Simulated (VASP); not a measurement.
Wanted: the native input for a VASP 6.6.1 run.

- Task: relaxation of cell and atoms
- Functional: PBE
- Potentials or basis: VASP PAW PBE potentials, release 64 (Li_sv, P, Ir)
- Cutoff: 600 eV
- k mesh: 10 × 10 × 10
- Occupations: gaussian, width 0.1 eV
- Spin: no spin polarisation
- Dipole correction: no
- Further INCAR settings: ALGO = Normal; EDIFF = 1e-07; IBRION = 2; EDIFFG = -0.01; NSW = 100; ISIF = 3

The structure of LiP4Ir lies in POSCAR:

```
LiP4Ir
1.0
    0.0000000000      3.5464064976      3.5464064976
    3.5464064976      0.0000000000      3.5464064976
    3.5464064976      3.5464064976      0.0000000000
Li P Ir
1 4 1
Direct
    0.7500000000      0.7500000000      0.7500000000
    0.3750000000      0.8750000000      0.3750000000
    0.3750000000      0.3750000000      0.8750000000
    0.3750000000      0.3750000000      0.3750000000
    0.8750000000      0.3750000000      0.3750000000
    0.0000000000      0.0000000000      0.0000000000
```

One way to write it, as run:

INCAR

```
SYSTEM = LiP4Ir
  PREC = Accurate
  ENCUT = 600
  EDIFF = 1E-7
  ISMEAR = 0
  SIGMA = 0.1
  LREAL = .False.
  LASPH = .True.
  NELM = 80
  ALGO = Normal
  ISIF = 3
  LWAVE = .False.
  LCHARG = .False.
  GGA = PE
  IBRION = 2
  NSW = 100
  EDIFFG = -0.01
```

KPOINTS

```
Automatic mesh
0
Gamma
  10 10 10
  0 0 0
```

Potentials or basis: VASP PAW PBE potentials, release 64 (Li_sv, P, Ir).

Command:

```console
$ cat potpaw_PBE.64/Li_sv/POTCAR potpaw_PBE.64/P/POTCAR potpaw_PBE.64/Ir/POTCAR > POTCAR
$ mpirun -np 1 vasp_std > vasp.out
```

It gave:

```yaml
Relaxed_volume: 14.55 Å³/atom
Relaxed_cell: a = 4.980 Å, b = 4.980 Å, c = 4.980 Å, α = 60.00°, β = 60.00°, γ = 60.00°
Space_group_after_relaxing_to_0.1_Å: F-43m (No. 216)
Energy_gained_by_relaxing: 9.1 meV/atom
Ionic_steps: 8
Pressure_after_relaxing: 0.0 GPa
Band_gap_on_the_k_mesh: zero (bands 16 and 17 overlap by 1.62 eV)
```

Caveat: the cutoff is under 1.25 times the usual one of these potentials, so pressure, stress and relaxed cells hold a basis-set (Pulay) error; spin-orbit coupling is left out, which moves the levels of the heavy elements.

Wall time 8.7 min on 1 thread of Intel(R) Xeon(R) Platinum 8259CL CPU @ 2.50GHz (Skylake/Cascade Lake), on a shared host, peak memory 0.31 GiB.
